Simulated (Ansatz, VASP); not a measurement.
## Two plane-wave programs on HfH3Cl

```
Hf H Cl
1.0
     2.71528   -2.76033    0.00000
     2.71528    2.76033    0.00000
     0.00000    0.00000    3.87017
Hf H Cl
1 3 1
Direct
  0.50000 0.50000 0.00000
  0.50000 0.50000 0.50000
  0.50000 0.00000 0.00000
  0.00000 0.50000 0.00000
  0.00000 0.00000 0.50000
```

Change from the starting cell: species swapped into the KHgF3 type (Cmmm, No. 65).

Alike in both runs: functional PBE; k mesh 3 × 3 × 3; occupations gaussian, width 0.15 eV; no spin polarisation.

Ansatz relaxed the structure, and its values are those at the end. VASP's run is a single point on that final structure, the one shown.

```csv
,VASP,Ansatz
version,VASP 6.6.1,Ansatz 0.2.0
potentials or method,"VASP PAW PBE potentials, release 64 (Hf_pv, H, Cl), cutoff 500 eV","scalar-relativistic, plane waves, PAW"
valence electrons in the cell,20,36
```

```tsv
	VASP	Ansatz	Ansatz less VASP
gap on the k mesh at the Fermi level (eV)	2.74	2.74	+0.004
least direct gap on the mesh (eV)	2.77	2.78	+0.003
pressure (GPa)	-1.2	-0.6	+0.67
```

The functional is the same, so the differences come from potentials, cutoffs and numerics. VASP's potentials hold 20 valence electrons a cell and Ansatz's 36, so a difference there can come from the potentials and not from the codes.

The k mesh is coarse, so the values compare programs but aren't converged. Spin-orbit coupling is off throughout.
